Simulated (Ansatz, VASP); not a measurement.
**One calculation of MnO, two programs**

INCAR

```
PREC = Accurate
ENCUT = 520
EDIFF = 1E-6
ISMEAR = -5
SIGMA = 0.1
LREAL = F
LASPH = T
NELM = 150
ALGO = Normal
ISIF = 2
LWAVE = F
LCHARG = F
ISPIN = 2
MAGMOM = 5 -5 0 0
LORBIT = 11
LMAXMIX = 4
GGA = PE
NBANDS = 31
```

File KPOINTS:

```
Automatic mesh
0
Gamma
  12 12 8
```

Contents of POSCAR:

```
MnO
1.0
    3.0779632574      0.0000000000      0.0000000000
   -1.5389816287      2.6655943729      0.0000000000
    0.0000000000      0.0000000000      5.2995560115
Mn O
2 2
Direct
    0.0000000000      0.0000000000      0.0000000000
    0.0000000000      0.0000000000      0.5000000000
    0.3333333333      0.6666666667      0.2499993605
    0.6666666667      0.3333333333      0.7500006395
```

Input for Ansatz:

```yaml
crystal:
  lattice:
    - [3.077963257444, 0.0, 0.0]
    - [-1.538981628722, 2.665594372862, 0.0]
    - [0.0, 0.0, 5.2995560115]
  atoms:
    - { symbol: Mn, position: [0.0, 0.0, 0.0], spin: 5.0 }
    - { symbol: Mn, position: [0.0, 0.0, 0.5], spin: -5.0 }
    - { symbol: O, position: [0.3333333333333, 0.6666666666667, 0.2499993605] }
    - { symbol: O, position: [0.6666666666667, 0.3333333333333, 0.7500006395] }
basis:
  ecutwfc: 420
  ecutrho_ratio: 4
kpoints:
  mp_grid: { grid: [12, 12, 8] }
hamiltonian:
  xc: pbe
scf:
  occupations: { method: tetrahedron }
  n_extra_bands: 4
output:
  forces: true
  stress: true
magnetization:
  spin_polarized: true
```

Alike in both runs: task single point; functional PBE; k mesh 12 × 12 × 8; occupations tetrahedron; collinear spin.

```csv
,VASP,Ansatz
version,VASP 6.6.1,Ansatz 0.2.0
potentials or method,"VASP PAW PBE potentials, release 64 (Mn_pv, O), cutoff 520 eV","scalar-relativistic, plane waves, PAW"
valence electrons in the cell,38,42
```

```csv
,VASP,Ansatz,Ansatz less VASP
gap on the k mesh at the Fermi level (eV),0.88,0.88,-0.002
pressure (GPa),0.1,-0.1,-0.24
"traceless stress, the component that is largest in VASP (GPa)",0.08,-0.02,-0.106
net moment per atom (μB),0.00,0.00,0.000
size of the moment on the site where the two differ most (μB),4.22,3.95,-0.266
```

Site moments also hang on the region over which each program counts them. The functional is the same, so the differences come from potentials, cutoffs and numerics. VASP's potentials hold 38 valence electrons a cell and Ansatz's 42, so a difference there can come from the potentials and not from the codes. Ansatz's warnings: band table not solved further, stability check not made, tetrahedron derivatives may miss energy slope.
